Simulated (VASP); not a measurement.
Al:

```
CELL_PARAMETERS angstrom
2.75607 0.00000 0.00000
-0.91869 2.59845 0.00000
-0.91869 -1.29922 2.25032
ATOMIC_POSITIONS crystal
Al 0.00000 0.00000 0.00000
```

Base run:

- Program: VASP 6.6.1
- Functional: r2SCAN
- Potentials or basis: VASP PAW PBE potentials, release 64 (Al)
- Cutoff: 520 eV
- k mesh: 15 × 15 × 15
- Occupations: fermi-dirac, width 0.2 eV
- Spin: no spin polarisation

Its results: pressure 0.3 GPa.

The run is repeated on the same cell with these changes: occupations from fermi-dirac, width 0.2 eV to fermi-dirac, width 0.5 eV. What comes out?

Pressure 1.2 GPa.

Caveats: the PAW data sets were made with another functional, which shifts forces and pressure a little.
